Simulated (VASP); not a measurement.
# HfB (Fm-3m) in VASP: settings compared

The runs below take HfB through single point, with PBE, PBEsol.

Program: VASP 6.6.1. These are calculated values, not measurements. Logs are shortened: lines on timing, memory, paths and dates and some standing lists are left out, and cuts for length are marked.

**1. The cell of the first run**

It takes space group Fm-3m (No. 225, cubic). Conventional cell: a = 4.620 Å, b = 4.620 Å, c = 4.620 Å, α = 90.00°, β = 90.00°, γ = 90.00°. Hf (site symmetry m-3m) has 6 B at 2.31 Å within 3.1 Å. B (site symmetry m-3m) has 6 Hf at 2.31 Å within 3.1 Å.

**2. Single point, PBE**

File INCAR:

```
SYSTEM = HfB
PREC = Accurate
ENCUT = 520
EDIFF = 1E-6
ISMEAR = 0
SIGMA = 0.1
LREAL = .FALSE.
LASPH = .TRUE.
NELM = 60
ALGO = Normal
ISIF = 2
LWAVE = .FALSE.
LCHARG = .FALSE.
GGA = PE
NBANDS = 14
```

File KPOINTS:

```
regular mesh
0
G
  8 8 8
  0 0 0
```

File POSCAR:

```
HfB
1.0
    0.0000000000      2.3100000000      2.3100000000
    2.3100000000      0.0000000000      2.3100000000
    2.3100000000      2.3100000000      0.0000000000
Hf B
1 1
Direct
    0.5000000000      0.5000000000      0.5000000000
    0.0000000000      0.0000000000      0.0000000000
```

Potentials or basis: VASP PAW PBE potentials, release 64 (Hf_pv, B).

Command:

```sh
cat potpaw_PBE.64/Hf_pv/POTCAR potpaw_PBE.64/B/POTCAR > POTCAR
mpirun -np 1 vasp_std > vasp.out
```

OUTCAR:

```text
SYSTEM = HfB
   PREC = Accurate
   ENCUT = 520
   EDIFF = 1E-6
   ISMEAR = 0
   LREAL = .FALSE.
   LASPH = .TRUE.
   NELM = 60
   ISIF = 2
   GGA = PE

 ion  position               nearest neighbor table
   1  0.500  0.500  0.500-   2 2.31   2 2.31   2 2.31   2 2.31   2 2.31   2 2.31
   2  0.000  0.000  0.000-   1 2.31   1 2.31   1 2.31   1 2.31   1 2.31   1 2.31

  LATTYP: Found a face centered cubic cell.
 ALAT       =     4.6200000000

  Lattice vectors:

 A1 = (   0.0000000000,   2.3100000000,   2.3100000000)
 A2 = (   2.3100000000,   0.0000000000,   2.3100000000)
 A3 = (   2.3100000000,   2.3100000000,   0.0000000000)

Analysis of symmetry for initial positions (statically):
=====================================================================
 Subroutine PRICEL returns:
 Original cell was already a primitive cell.

 Routine SETGRP: Setting up the symmetry group for a
 face centered cubic supercell.

 Subroutine GETGRP returns: Found 48 space group operations
 (whereof 48 operations were pure point group operations)
 out of a pool of 48 trial point group operations.

The static configuration has the point symmetry O_h .

Analysis of symmetry for dynamics (positions and initial velocities):
=====================================================================
 Subroutine PRICEL returns:
 Original cell was already a primitive cell.

 Routine SETGRP: Setting up the symmetry group for a
 face centered cubic supercell.

 Subroutine GETGRP returns: Found 48 space group operations
 (whereof 48 operations were pure point group operations)
 out of a pool of 48 trial point group operations.

The dynamic configuration has the point symmetry O_h .

 Subroutine INISYM returns: Found 48 space group operations
 (whereof 48 operations are pure point group operations),
 and found     1 'primitive' translations

----------------------------------------------------------------------------------------

                                     Primitive cell

  volume of cell :      24.6528

  direct lattice vectors                    reciprocal lattice vectors
     0.000000000  2.310000000  2.310000000    -0.216450216  0.216450216  0.216450216
     2.310000000  0.000000000  2.310000000     0.216450216 -0.216450216  0.216450216
     2.310000000  2.310000000  0.000000000     0.216450216  0.216450216 -0.216450216

  length of vectors
     3.266833329  3.266833329  3.266833329     0.374902772  0.374902772  0.374902772

  position of ions in fractional coordinates (direct lattice)
     0.500000000  0.500000000  0.500000000
     0.000000000  0.000000000  0.000000000

  ion indices of the primitive-cell ions
   primitive index   ion index
                 1           1
                 2           2

----------------------------------------------------------------------------------------

 KPOINTS: regular mesh

Automatic generation of k-mesh.
 Grid dimensions read from file:
 generate k-points for:    8    8    8

 Generating k-lattice:

  Cartesian coordinates                     Fractional coordinates (reciprocal lattice)
    -0.027056277  0.027056277  0.027056277     0.125000000  0.000000000  0.000000000
     0.027056277 -0.027056277  0.027056277     0.000000000  0.125000000  0.000000000
     0.027056277  0.027056277 -0.027056277     0.000000000  0.000000000  0.125000000

  Length of vectors
     0.046862847  0.046862847  0.046862847

  Shift w.r.t. Gamma in fractional coordinates (k-lattice)
     0.000000000  0.000000000  0.000000000

 Subroutine IBZKPT returns following result:
 ===========================================

 Found     29 irreducible k-points:

 Following reciprocal coordinates:
            Coordinates               Weight
  0.000000  0.000000  0.000000      1.000000
  0.125000  0.000000  0.000000      8.000000
  0.250000  0.000000  0.000000      8.000000
  0.375000  0.000000  0.000000      8.000000
  0.500000  0.000000  0.000000      4.000000
  0.125000  0.125000  0.000000      6.000000
[... 16 lines left out ...]
  0.500000  0.250000  0.125000     48.000000
 -0.375000  0.250000  0.125000     24.000000
 [... further k-points ...]
   k-points           NKPTS =     29   k-points in BZ     NKDIM =     29   number of bands    NBANDS=     14
   number of dos      NEDOS =    301   number of ions     NIONS =      2
   total plane-waves  NPLWV =  13824
   dimension x,y,z NGX =    24 NGY =   24 NGZ =   24
   dimension x,y,z NGXF=    48 NGYF=   48 NGZF=   48
   ions per type =               1   1
   NGX,Y,Z   is equivalent  to a cutoff of  12.21, 12.21, 12.21 a.u.
   NGXF,Y,Z  is equivalent  to a cutoff of  24.43, 24.43, 24.43 a.u.
 SYSTEM =  HfB
   PREC   = accura    normal or accurate (medium, high low for compatibility)
   ISTART =      0    job   : 0-new  1-cont  2-samecut
   ICHARG =      2    charge: 1-file 2-atom 10-const
   ISPIN  =      1    spin polarized calculation?
   LNONCOLLINEAR =      F non collinear calculations
   LSORBIT =      F    spin-orbit coupling
   LASPH  =      T    aspherical Exc in radial PAW
   ENCUT  =  520.0 eV  38.22 Ry    6.18 a.u.   6.07  6.07  6.07*2*pi/ulx,y,z
   NELM   =     60;   NELMIN=  2; NELMDL= -5     # of ELM steps
   EDIFF  = 0.1E-05   stopping-criterion for ELM
   LREAL  =      F    real-space projection
   EDIFFG = 0.1E-04   stopping-criterion for IOM
   NSW    =      0    number of steps for IOM
   IBRION =     -1    ionic relax: 0-MD 1-quasi-New 2-CG
   NFREE  =      0    steps in history (QN), initial steepest desc. (CG)
   ISIF   =      2    stress and relaxation
   ISYM   =      2    0-nonsym 1-usesym 2-fastsym
   POTIM  = 0.5000    time-step for ionic-motion
   TEBEG  =    0.0;   TEEND  =   0.0 temperature during run
   PSTRESS=    0.0 pullay stress
   NELECT =      13.0000    total number of electrons
   NUPDOWN=      -1.0000    fix difference up-down
   EMIN   =  10.00;   EMAX   =-10.00  energy-range for DOS
   EFERMI =   0.00;   METHOD = LEGACY
   ISMEAR =     0;   SIGMA  =   0.10  broadening in eV -4-tet -1-fermi 0-gaus
   EFERMI_NEDOS =   21; number of points for ismear=-14 and -15
   IALGO  =     38    algorithm
   IMIX   =      4    mixing-type and parameters
     AMIX     =   0.40;   BMIX     =  1.00
     AMIX_MAG =   1.60;   BMIX_MAG =  1.00
  volume/ion in A,a.u.               =      12.33        83.18
  Fermi-wavevector in a.u.,A,eV,Ry     =   1.322617  2.499383 23.800871  1.749315
  Thomas-Fermi vector in A             =   2.452285
   LORBIT       =      0    0 simple, 1 ext, 2 COOP (PROOUT), +10 PAW based schemes
   GGA     = PE    functional components
   LHFCALC =     F    Hartree Fock is set to
   AEXX    =    0.0000 exact exchange contribution
   IVDW    =     0    specifies the selected vdW correction
   LEPSILON=     F    determine dielectric tensor
   LRPA    =     F    only Hartree local field effects (RPA)
 non-spin polarized calculation
 Gauss-broadening in eV      SIGMA  =   0.10
  energy-cutoff  :      520.00
  volume of cell :       24.65
 maximum number of plane-waves:       684
   NGX = 13   NGY = 13   NGZ = 13

 number of electron      13.0000002 magnetization

 Free energy of the ion-electron system (eV)
  ---------------------------------------------------
  ext. energy  EPLUGINS =         0.00000000
  ---------------------------------------------------
  free energy    TOTEN  =       -17.14373540 eV

  energy without entropy =      -17.13641184  energy(sigma->0) =      -17.14007362

 E-fermi :   5.1844     XC(G=0): -12.3019

 val. band max:        5.1395962777   @ k =   0.5000   0.2500   0.0000
 cond. band min:       5.2168629859   @ k =   0.2500   0.1250   0.0000
 fundamental gap:      0.0772667082
 Fermi energy:         5.1843676149

 k-point     1 :       0.0000    0.0000    0.0000
  band No.  band energies     occupation
      1     -23.1706      2.00000
      2     -23.1706      2.00000
      3     -23.1706      2.00000
      4      -4.4444      2.00000
      5       7.3271      0.00000
      6       7.3271      0.00000
      7       7.3271      0.00000
      8       9.0915      0.00000
      9       9.0915      0.00000
     10       9.0915      0.00000
     11       9.3546      0.00000
     12       9.3546      0.00000
     13      16.8005      0.00000
     14      18.1437      0.00000

 k-point     2 :       0.1250    0.0000    0.0000
  band No.  band energies     occupation
      1     -23.2845      2.00000
      2     -23.1822      2.00000
      3     -23.1822      2.00000
      4      -3.9980      2.00000
      5       6.0504      0.00000
      6       6.6490      0.00000
      7       6.6490      0.00000
      8       8.1124      0.00000
      9       8.1124      0.00000
     10       9.6866      0.00000
     11      11.9156      0.00000
     12      11.9156      0.00000
     13      17.9177      0.00000
     14      18.6094      0.00000

 k-point     3 :       0.2500    0.0000    0.0000
  band No.  band energies     occupation
      1     -23.5492      2.00000
      2     -23.2098      2.00000
      3     -23.2098      2.00000
      4      -2.7985      2.00000
      5       4.1304      2.00000
      6       5.0977      1.77974
      7       5.0977      1.77974
      8       9.1609      0.00000
      9       9.1609      0.00000
     10      10.2882      0.00000
     11      14.9677      0.00000
     12      14.9677      0.00000
     13      18.5906      0.00000
     14      20.2843      0.00000
[... 324 lines left out ...]
 k-point    23 :       0.5000    0.2500    0.1250
  band No.  band energies     occupation
      1     -23.7394      2.00000
      2     -23.4256      2.00000
      3     -23.2906      2.00000
      4      -0.6899      2.00000
      5       2.0967      2.00000
      6       4.0208      2.00000
      7       4.6060      2.00000
      8       9.2408      0.00000
      9      11.9794      0.00000
     10      12.4603      0.00000
     11      14.5307      0.00000
     12      16.8915      0.00000
     13      19.7143      0.00000
     14      20.2708      0.00000

 k-point    24 :      -0.3750    0.2500    0.1250
  band No.  band energies     occupation
      1     -23.7979      2.00000
      2     -23.4460      2.00000
      3     -23.3132      2.00000
      4       0.1500      2.00000
      5       1.3777      2.00000
      6       3.9264      2.00000
      7       4.3774      2.00000
      8      10.6412      0.00000
      9      10.7063      0.00000
     10      12.5459      0.00000
     11      16.5997      0.00000
     12      16.6236      0.00000
     13      17.9189      0.00000
     14      20.3062      0.00000

 [... further k-points ...]

------------------------ aborting loop because EDIFF is reached ----------------------------------------

  FORCE on cell =-STRESS in cart. coord.  units (eV):
  Direction    XX          YY          ZZ          XY          YZ          ZX
  --------------------------------------------------------------------------------------
  -------------------------------------------------------------------------------------
  Total        4.7301441      4.7301441      4.7301441      0.0000000      0.0000000     -0.0000000
  in kB      307.4107255    307.4107255    307.4107255      0.0000000      0.0000000     -0.0000000
  external PRESSURE =     307.4107255 kB  Pullay stress =       0.0000000 kB

 VOLUME and BASIS-vectors are now :
 -----------------------------------------------------------------------------
  energy-cutoff  :      520.00
  volume of cell :       24.65
      direct lattice vectors                 reciprocal lattice vectors
     0.000000000  2.310000000  2.310000000    -0.216450216  0.216450216  0.216450216
     2.310000000  0.000000000  2.310000000     0.216450216 -0.216450216  0.216450216
     2.310000000  2.310000000  0.000000000     0.216450216  0.216450216 -0.216450216

 POSITION                                       TOTAL-FORCE (eV/Angst)
 -----------------------------------------------------------------------------------
      2.31000      2.31000      2.31000         0.000000      0.000000      0.000000
      0.00000      0.00000      0.00000        -0.000000     -0.000000     -0.000000
 -----------------------------------------------------------------------------------
    total drift:                               -0.000000     -0.000000      0.000000

  FREE ENERGIE OF THE ION-ELECTRON SYSTEM (eV)
  ---------------------------------------------------
  free  energy   TOTEN  =       -17.1437354002 eV

  energy  without entropy=      -17.1364118381  energy(sigma->0) =      -17.14007362
```

Wall time 3.2 s (1 thread of Intel Xeon 6975P-C (Granite Rapids), shared host); peak memory 0.14 GiB.

What came out:

- Free energy: -17.1437 eV
- Pressure: 30.7 GPa

Caveat: spin-orbit coupling is left out, which moves the levels of the heavy elements.

**3. Single point, PBE**

File INCAR:

```
SYSTEM = HfB
ALGO = Normal
EDIFF = 1E-7
ENCUT = 520
GGA = PE
ISIF = 2
ISMEAR = 1
LASPH = .TRUE.
LCHARG = .FALSE.
LREAL = .FALSE.
LWAVE = .FALSE.
NBANDS = 14
NELM = 60
PREC = Accurate
SIGMA = 0.029
```

File KPOINTS:

```
k-points
0
G
  2 2 2
  0 0 0
```

POSCAR is that of step 2.

Potentials or basis: VASP PAW PBE potentials, release 64 (Hf_pv, B).

Command:

```sh
cat potpaw_PBE.64/Hf_pv/POTCAR potpaw_PBE.64/B/POTCAR > POTCAR
mpirun -np 1 vasp_std > vasp.out
```

OUTCAR:

```text
SYSTEM = HfB
   EDIFF = 1E-7
   ENCUT = 520
   GGA = PE
   ISIF = 2
   ISMEAR = 1
   LASPH = .TRUE.
   LREAL = .FALSE.
   NELM = 60
   PREC = Accurate

 ion  position               nearest neighbor table
   1  0.500  0.500  0.500-   2 2.31   2 2.31   2 2.31   2 2.31   2 2.31   2 2.31
   2  0.000  0.000  0.000-   1 2.31   1 2.31   1 2.31   1 2.31   1 2.31   1 2.31

  LATTYP: Found a face centered cubic cell.
 ALAT       =     4.6200000000

  Lattice vectors:

 A1 = (   0.0000000000,   2.3100000000,   2.3100000000)
 A2 = (   2.3100000000,   0.0000000000,   2.3100000000)
 A3 = (   2.3100000000,   2.3100000000,   0.0000000000)

Analysis of symmetry for initial positions (statically):
=====================================================================
 Subroutine PRICEL returns:
 Original cell was already a primitive cell.

 Routine SETGRP: Setting up the symmetry group for a
 face centered cubic supercell.

 Subroutine GETGRP returns: Found 48 space group operations
 (whereof 48 operations were pure point group operations)
 out of a pool of 48 trial point group operations.

The static configuration has the point symmetry O_h .

Analysis of symmetry for dynamics (positions and initial velocities):
=====================================================================
 Subroutine PRICEL returns:
 Original cell was already a primitive cell.

 Routine SETGRP: Setting up the symmetry group for a
 face centered cubic supercell.

 Subroutine GETGRP returns: Found 48 space group operations
 (whereof 48 operations were pure point group operations)
 out of a pool of 48 trial point group operations.

The dynamic configuration has the point symmetry O_h .

 Subroutine INISYM returns: Found 48 space group operations
 (whereof 48 operations are pure point group operations),
 and found     1 'primitive' translations

[... 98 lines left out ...]
   LHFCALC =     F    Hartree Fock is set to
   AEXX    =    0.0000 exact exchange contribution
   IVDW    =     0    specifies the selected vdW correction
   LEPSILON=     F    determine dielectric tensor
   LRPA    =     F    only Hartree local field effects (RPA)
 non-spin polarized calculation
 Methfessel and Paxton  Order N= 1 SIGMA  =   0.03
  energy-cutoff  :      520.00
  volume of cell :       24.65
 maximum number of plane-waves:       652
   NGX = 13   NGY = 13   NGZ = 13

 number of electron      13.0000002 magnetization

 Free energy of the ion-electron system (eV)
  ---------------------------------------------------
  ext. energy  EPLUGINS =         0.00000000
  ---------------------------------------------------
  free energy    TOTEN  =       -16.84741377 eV

  energy without entropy =      -16.84183434  energy(sigma->0) =      -16.84555396

 E-fermi :   7.3712     XC(G=0): -12.3036

 val. band max:        4.1661965621   @ k =   0.5000   0.5000   0.0000
 cond. band min:       7.3755217083   @ k =   0.0000   0.0000   0.0000
 fundamental gap:      3.2093251462
 Fermi energy:         7.3712461901

 k-point     1 :       0.0000    0.0000    0.0000
  band No.  band energies     occupation
      1     -23.0364      2.00000
      2     -23.0364      2.00000
      3     -23.0364      2.00000
      4      -4.5097      2.00000
      5       7.3755      0.75345
      6       7.3755      0.75344
      7       7.3755      0.75344
      8       8.9350      0.00000
      9       8.9350      0.00000
     10       8.9350      0.00000
     11       9.4096      0.00000
     12       9.4096      0.00000
     13      16.8331      0.00000
     14      18.0322      0.00000
[... 20 lines left out ...]
      1     -23.7095      2.00000
      2     -23.2989      2.00000
      3     -23.2989      2.00000
      4      -1.6957      2.00000
      5       4.0634      2.00000
      6       4.1662      2.00000
      7       7.3850      0.28995
      8       7.3850      0.28994
      9      11.4512      0.00000
     10      13.1379      0.00000
     11      13.1379      0.00000
     12      14.5887      0.00000
     13      19.0987      0.00000
     14      20.5464      0.00000

------------------------ aborting loop because EDIFF is reached ----------------------------------------

  FORCE on cell =-STRESS in cart. coord.  units (eV):
  Direction    XX          YY          ZZ          XY          YZ          ZX
  --------------------------------------------------------------------------------------
  -------------------------------------------------------------------------------------
  Total        4.1902325      4.1902325      4.1902325      0.0000000      0.0000000      0.0000000
  in kB      272.3220235    272.3220235    272.3220235      0.0000000      0.0000000      0.0000000
  external PRESSURE =     272.3220235 kB  Pullay stress =       0.0000000 kB

 VOLUME and BASIS-vectors are now :
 -----------------------------------------------------------------------------
  energy-cutoff  :      520.00
  volume of cell :       24.65
      direct lattice vectors                 reciprocal lattice vectors
     0.000000000  2.310000000  2.310000000    -0.216450216  0.216450216  0.216450216
     2.310000000  0.000000000  2.310000000     0.216450216 -0.216450216  0.216450216
     2.310000000  2.310000000  0.000000000     0.216450216  0.216450216 -0.216450216

 POSITION                                       TOTAL-FORCE (eV/Angst)
 -----------------------------------------------------------------------------------
      2.31000      2.31000      2.31000         0.000000     -0.000000      0.000000
      0.00000      0.00000      0.00000        -0.000000      0.000000     -0.000000
 -----------------------------------------------------------------------------------
    total drift:                               -0.000000     -0.000000      0.000000

  FREE ENERGIE OF THE ION-ELECTRON SYSTEM (eV)
  ---------------------------------------------------
  free  energy   TOTEN  =       -16.8474137743 eV

  energy  without entropy=      -16.8418343388  energy(sigma->0) =      -16.84555396
```

OSZICAR:

```text
N       E                     dE             d eps       ncg     rms          rms(c)
DAV:   1     0.179911626386E+02    0.17991E+02   -0.67286E+03    84   0.877E+02
DAV:   2    -0.175543162854E+02   -0.35545E+02   -0.33793E+02   108   0.183E+02
DAV:   3    -0.184898926071E+02   -0.93558E+00   -0.93162E+00   102   0.196E+01
[... 26 lines left out ...]
DAV:  30    -0.168474174848E+02    0.59832E-05   -0.27103E-06    84   0.967E-03    0.256E-01
DAV:  31    -0.168474147901E+02    0.26947E-05   -0.90657E-07    84   0.564E-03    0.131E-01
DAV:  32    -0.168474141177E+02    0.67234E-06   -0.25757E-07    84   0.302E-03    0.781E-02
DAV:  33    -0.168474138217E+02    0.29603E-06   -0.62793E-08    48   0.153E-03    0.275E-02
DAV:  34    -0.168474137743E+02    0.47413E-07   -0.56378E-09    42   0.557E-04
   1 F= -.16847414E+02 E0= -.16845554E+02  d E =-.557944E-02
```

Run time: 11 s. Hardware: 1 thread of AMD EPYC 7R43 (Zen 3), shared host; peak memory 0.1 GiB.

Results:

| Quantity | Value |
| --- | --- |
| Free energy | -16.8474 eV |
| Pressure | 27.2 GPa |

Levels at points of the mesh, in eV from the Fermi level:
```csv
k point,band 2,band 3,band 4,band 5,band 6,band 7,band 8,band 9,band 10,band 11
"(0.00, 0.00, 0.00)",-30.41,-30.41,-11.88,0.00,0.00,0.00,1.56,1.56,1.56,2.04
"(0.50, 0.00, 0.00)",-30.49,-30.49,-7.29,-6.41,-3.66,-3.66,4.37,4.37,5.38,6.19
"(0.50, 0.50, 0.00)",-30.67,-30.67,-9.07,-3.31,-3.21,0.01,0.01,4.08,5.77,5.77
```

Caveat: the k points lie up to 1.18 Å⁻¹ apart; spin-orbit coupling is left out, which moves the levels of the heavy elements.

(Continued in part 2 of 2.)
